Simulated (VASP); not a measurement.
A run of VASP 6.6.1 is set up as follows.

The input INCAR:

```
SYSTEM = Te
ALGO     = Normal         ! electronic algorithm
EDIFF    = 1E-7           ! SCF threshold, eV
ENCUT    = 520            ! plane-wave cutoff, eV
GGA      = PE             ! functional
ISIF     = 2              ! what is computed and relaxed
ISMEAR   = 0              ! smearing method
LASPH    = .TRUE.         ! aspherical terms in the spheres
LCHARG   = .FALSE.        ! write CHGCAR
LREAL    = .FALSE.        ! projectors in reciprocal space
LWAVE    = .FALSE.        ! write WAVECAR
NBANDS   = 9              ! bands
NELM     = 80             ! most SCF steps
PREC     = Accurate       ! precision mode
SIGMA    = 0.1            ! smearing width, eV
```

KPOINTS

```
k-points
0
G
  16 16 18
  0 0 0
```

File POSCAR:

```
Te
1.0
    3.2139346505      0.0000000000      0.0000000000
    0.0000000000      3.2139346505      0.0000000000
    0.0000000000      0.0000000000      3.1735958339
Te
1
Direct
    0.5000000000      0.5000000000      0.5000000000
```

Potentials or basis: VASP PAW PBE potentials, release 64 (Te).

The run is started by

```console
$ cat potpaw_PBE.64/Te/POTCAR > POTCAR
$ mpirun -np 1 vasp_std > vasp.out
```

Problem. Estimate the pressure.

Solution. 0.0 GPa.

Problem. Estimate the band gap on the k mesh.

Solution. Zero (bands 3 and 4 overlap by 5.41 eV).

Caveat: spin-orbit coupling is left out, which moves the levels of the heavy elements.
